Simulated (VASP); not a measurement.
Crystal: Mg2PbN2.

```
Mg Pb N
1.0
     3.62686    0.00000    0.00000
    -1.81343    3.14096    0.00000
     0.00000    0.00000    6.56589
Mg Pb N
2 1 2
Direct
  0.66667 0.33333 0.13878
  0.33333 0.66667 0.86122
  0.00000 0.00000 0.50000
  0.66667 0.33333 0.79746
  0.33333 0.66667 0.20255
```

```yaml
Program: VASP 6.6.1
Task: relaxation of volume and atoms at fixed shape
Functional: LDA
Potentials_or_basis: VASP PAW LDA potentials, release 64 (Mg, Pb_d, N)
Cutoff: 600 eV
k_mesh: 7 × 7 × 4
Occupations: gaussian, width 0.05 eV
Spin: no spin polarisation
```

At the start: pressure -7.1 GPa; volume 14.96 Å³/atom.

Q: Where does the relaxation end?

A: Over 8 steps the energy falls by 25.3 meV/atom and the volume is 13.88 Å³/atom (-7.2 %); space group P-3m1 (No. 164, to 0.1 Å) before and after.

Step by step:
```
step  energy change (eV)  largest force (eV/Å)  pressure (GPa)  volume (Å³)
   1              0.0000                0.0457           -7.15        74.80
   2             -0.1097                0.1547            2.99        67.80
   3             -0.1255                0.1008            0.00        69.52
   4             -0.1254                0.0975           -0.16        69.62
   5             -0.1262                0.0529           -0.17        69.59
   6             -0.1265                0.0143           -0.15        69.56
   7             -0.1265                0.0157           -0.15        69.55
   8             -0.1265                0.0058            0.09        69.40
```

Final structure:
```
CELL_PARAMETERS angstrom
3.53747 0.00000 0.00000
-1.76874 3.06354 0.00000
0.00000 0.00000 6.40406
ATOMIC_POSITIONS crystal
Mg 0.66667 0.33333 0.13849
Mg 0.33333 0.66667 0.86151
Pb 0.00000 0.00000 0.50000
N 0.66667 0.33333 0.79614
N 0.33333 0.66667 0.20386
```
